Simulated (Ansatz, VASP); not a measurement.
# One calculation of MoS, two programs

Contents of INCAR:

```
SYSTEM = MoS
PREC = Accurate ; ENCUT = 520
EDIFF = 1E-7 ; ISMEAR = 0
SIGMA = 0.1 ; LREAL = .FALSE.
LASPH = .TRUE. ; NELM = 60
ALGO = Normal ; ISIF = 2
LWAVE = .FALSE. ; LCHARG = .FALSE.
LDIPOL = .TRUE. ; IDIPOL = 3
DIPOL = 0.5 0.5 0.500 ; GGA = PS
NBANDS = 28
```

The input KPOINTS:

```
regular mesh
0
G
  12 12 1
  0 0 0
```

Contents of POSCAR:

```
MoS
1.0
    3.1204068979      0.0000000000      0.0000000000
   -1.5602034489      2.7023516437      0.0000000000
    0.0000000000      0.0000000000     11.0860250635
Mo S
2 2
Direct
    0.6666666667      0.3333333333      0.2255091420
    0.3333333333      0.6666666667      0.7744908580
    0.3333333333      0.6666666667      0.3699297355
    0.6666666667      0.3333333333      0.6300702645
```

Input for Ansatz:

```yaml
crystal:
  lattice:
    - [3.1204068979, 0.0, 0.0]
    - [-1.5602034489, 2.7023516437, 0.0]
    - [0.0, 0.0, 11.0860250635]
  atoms:
    - { symbol: Mo, position: [0.6666666667, 0.3333333333, 0.225509142] }
    - { symbol: S, position: [0.3333333333, 0.6666666667, 0.3699297355] }
    - { symbol: S, position: [0.6666666667, 0.3333333333, 0.6300702645] }
    - { symbol: Mo, position: [0.3333333333, 0.6666666667, 0.774490858] }
basis:
  ecutwfc: 420
kpoints:
  mp_grid: { grid: [12, 12, 1] }
hamiltonian:
  xc: pbesol
scf:
  occupations: { method: gaussian, width: 0.1 }
output:
  forces: true
  stress: true
  eigenvalues: true
efield:
  axis: 3
  dipole_correction: true
  ramp_width: 0.04
```

Alike in both runs: task single point; functional PBEsol; k mesh 12 × 12 × 1; occupations gaussian, width 0.1 eV; no spin polarisation.

|  | VASP | Ansatz |
| --- | --- | --- |
| version | VASP 6.6.1 | Ansatz 0.2.0 |
| potentials or method | VASP PAW PBE potentials, release 64 (Mo_sv, S), cutoff 520 eV | scalar-relativistic, plane waves, PAW |
| valence electrons in the cell | 40 | 40 |

Ansatz gave:

| Item | Value |
| --- | --- |
| gap on the k mesh at the Fermi level (eV) | none |
| rms of the force components (eV/Å) | 0.922 |

Estimate VASP's values.

gap on the k mesh at the Fermi level (eV): none; rms of the force components (eV/Å): 0.918.

VASP's potentials were made for PBE, not for PBEsol. A gap of «none» marks a metal or a gap that the smearing closes. Ansatz's warnings: vacuum density over bound.
